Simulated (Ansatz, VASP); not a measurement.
## Rh in VASP and in Ansatz

```xyz
1
Lattice="0.0000 1.9152 1.9152 1.9152 0.0000 1.9152 1.9152 1.9152 0.0000" Properties=species:S:1:pos:R:3 pbc="T T T"
Rh    0.0000    0.0000    0.0000
```

Alike in both runs: task single point; functional PBE; k mesh 14 × 14 × 14; occupations fermi-dirac, width 0.05 eV; non-collinear spin, spin-orbit coupling.

|  | VASP | Ansatz |
| --- | --- | --- |
| version | VASP 6.6.1 | Ansatz 0.2.0 |
| potentials or method | VASP PAW PBE potentials, release 64 (Rh_pv), cutoff 520 eV | plane waves (420 eV) with PAW, fully relativistic with spin-orbit coupling |
| valence electrons in the cell | 15 | 17 |

```csv
,VASP,Ansatz,Ansatz less VASP
net moment per atom (μB),0.00,0.00,0.000
```

VASP's potentials hold 15 valence electrons a cell and Ansatz's 17, so a difference there can come from the potentials and not from the codes. Ansatz's warnings: seeded moment not kept.
